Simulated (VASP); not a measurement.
Here is a VASP 6.6.1 calculation.

The input POSCAR:

```
ZnSe2
1.0
    6.3741290000      0.0000000000      0.0000000000
    0.0000000000      6.3741290000      0.0000000000
    0.0000000000      0.0000000000      6.3741290000
Zn Se
4 8
Direct
    0.5000000000      0.5000000000      0.0000000000
    0.5000000000      0.0000000000      0.5000000000
    0.0000000000      0.5000000000      0.5000000000
    0.0000000000      0.0000000000      0.0000000000
    0.1085230000      0.8914770000      0.3914770000
    0.8914770000      0.3914770000      0.1085230000
    0.3914770000      0.1085230000      0.8914770000
    0.6085230000      0.6085230000      0.6085230000
    0.8914770000      0.1085230000      0.6085230000
    0.1085230000      0.6085230000      0.8914770000
    0.6085230000      0.8914770000      0.1085230000
    0.3914770000      0.3914770000      0.3914770000
```

The input INCAR.step1:

```
SYSTEM = ZnSe2
PREC     = Accurate       ! precision mode
ENCUT    = 520            ! plane-wave cutoff, eV
ISMEAR   = 0              ! smearing method
SIGMA    = 0.05           ! smearing width, eV
LREAL    = .FALSE.        ! projectors in reciprocal space
LASPH    = .TRUE.         ! aspherical terms in the spheres
NELM     = 100            ! most SCF steps
NBANDS   = 60             ! bands
GGA      = PE             ! functional
ALGO     = Normal         ! electronic algorithm
EDIFF    = 1E-4           ! SCF threshold, eV
LWAVE    = .TRUE.         ! write WAVECAR
LCHARG   = .FALSE.        ! write CHGCAR
```

File INCAR.step2:

```
SYSTEM = ZnSe2
PREC     = Accurate       ! precision mode
ENCUT    = 520            ! plane-wave cutoff, eV
EDIFF    = 1E-6           ! SCF threshold, eV
ISMEAR   = 0              ! smearing method
SIGMA    = 0.05           ! smearing width, eV
LREAL    = .FALSE.        ! projectors in reciprocal space
LASPH    = .TRUE.         ! aspherical terms in the spheres
NELM     = 100            ! most SCF steps
ALGO     = Normal         ! electronic algorithm
ISIF     = 2              ! what is computed and relaxed
LWAVE    = .FALSE.        ! write WAVECAR
LCHARG   = .FALSE.        ! write CHGCAR
METAGGA  = R2SCAN         ! meta-GGA
LMIXTAU  = .TRUE.       
NBANDS   = 60             ! bands
ISTART   = 1
```

KPOINTS

```
Automatic mesh
0
G
  4 4 4
  0 0 0
```

Potentials or basis: VASP PAW PBE potentials, release 64 (Zn, Se).

The run is started by

```console
$ cat potpaw_PBE.64/Zn/POTCAR potpaw_PBE.64/Se/POTCAR > POTCAR
$ cp INCAR.step1 INCAR
$ mpirun -np 1 vasp_std > vasp.out
$ cp INCAR.step2 INCAR
$ mpirun -np 1 vasp_std > vasp.out
```

Q: What does it give for the pressure?

A: -2.2 GPa.

Q: What does it give for the band gap on the k mesh?

A: 1.15 eV (least direct gap 1.35 eV).

Forces in eV/Å, atoms in the order of the input:
```
Zn   0.000  0.000  0.000
Zn   0.000  0.000  0.000
Zn   0.000  0.000  0.000
Zn   0.000  0.000  0.000
Se  -0.124  0.124  0.124
Se   0.124  0.124 -0.124
Se   0.124 -0.124  0.124
Se  -0.124 -0.124 -0.124
Se   0.124 -0.124 -0.124
Se  -0.124 -0.124  0.124
Se  -0.124  0.124 -0.124
Se   0.124  0.124  0.124
```

Caveat: the PAW data sets were made with another functional, which shifts forces and pressure a little. A k mesh can miss the band edges.
